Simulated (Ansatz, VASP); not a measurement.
## Two plane-wave programs on Zr2ZnN2

Contents of INCAR:

```
SYSTEM = Zr2ZnN2
PREC     = Accurate       ! precision mode
ENCUT    = 600            ! plane-wave cutoff, eV
EDIFF    = 1E-6           ! SCF threshold, eV
ISMEAR   = 0              ! smearing method
SIGMA    = 0.1            ! smearing width, eV
LREAL    = .FALSE.        ! projectors in reciprocal space
LASPH    = .TRUE.         ! aspherical terms in the spheres
NELM     = 80             ! most SCF steps
ALGO     = Normal         ! electronic algorithm
ISIF     = 3              ! what is computed and relaxed
LWAVE    = .FALSE.        ! write WAVECAR
LCHARG   = .FALSE.        ! write CHGCAR
GGA      = PE             ! functional
IBRION   = 2              ! ionic algorithm
NSW      = 90             ! ionic steps
EDIFFG   = -0.04          ! ionic threshold
```

KPOINTS

```
regular mesh
0
G
  4 4 4
  0 0 0
```

Contents of POSCAR:

```
Zr2ZnN2
1.0
    3.8209702600      0.0000000000      0.0000000000
    0.0000000000      3.8209702600      0.0000000000
    0.0000000000      0.0000000000      5.1830336600
Zr Zn N
2 1 2
Direct
    0.5000000000      0.5000000000      0.2399999900
    0.5000000000      0.5000000000      0.7600000100
    0.0000000000      0.0000000000      0.0000000000
    0.0000000000      0.5000000000      0.5000000000
    0.5000000000      0.0000000000      0.5000000000
```

Input for Ansatz:

```yaml
crystal:
  lattice:
    - [3.82097026, 0.0, 0.0]
    - [0.0, 3.82097026, 0.0]
    - [0.0, 0.0, 5.18303366]
  atoms:
    - { symbol: Zr, position: [0.5, 0.5, 0.23999999] }
    - { symbol: Zr, position: [0.5, 0.5, 0.76000001] }
    - { symbol: Zn, position: [0.0, 0.0, 0.0] }
    - { symbol: "N", position: [0.0, 0.5, 0.5] }
    - { symbol: "N", position: [0.5, 0.0, 0.5] }
basis:
  ecutwfc: 420
kpoints:
  mp_grid: { grid: [4, 4, 4] }
hamiltonian:
  xc: pbe
scf:
  occupations: { method: gaussian, width: 0.1 }
  lower_state_search: "off"
output:
  forces: true
  stress: true
  eigenvalues: true
relax:
  adjacent_minimum: "off"
  f_tol: 0.04
  max_steps: 70
  cell: { stress_tol: 0.4 }
```

Change from the starting cell: species swapped into the CeMg2Si2 type (P4/mmm, No. 123).

Alike in both runs: task relaxation of cell and atoms; functional PBE; k mesh 4 × 4 × 4; occupations gaussian, width 0.1 eV; no spin polarisation.

```csv
,VASP,Ansatz
version,VASP 6.6.1,Ansatz 0.2.0
potentials or method,"VASP PAW PBE potentials, release 64 (Zr_sv, Zn, N), cutoff 600 eV","scalar-relativistic, plane waves, PAW"
valence electrons in the cell,46,46
```

```csv
,VASP,Ansatz,Ansatz less VASP
"gap on the k mesh at the Fermi level, each at its own relaxed structure (eV)",none,none,-
relaxed volume (Å³/atom),15.17,15.21,+0.034
relaxed cell length with the largest relative difference (Å),6.605,6.668,+0.0625
```

A gap of «none» marks a metal or a gap that the smearing closes.

The k mesh is coarse, so the values compare programs but aren't converged.
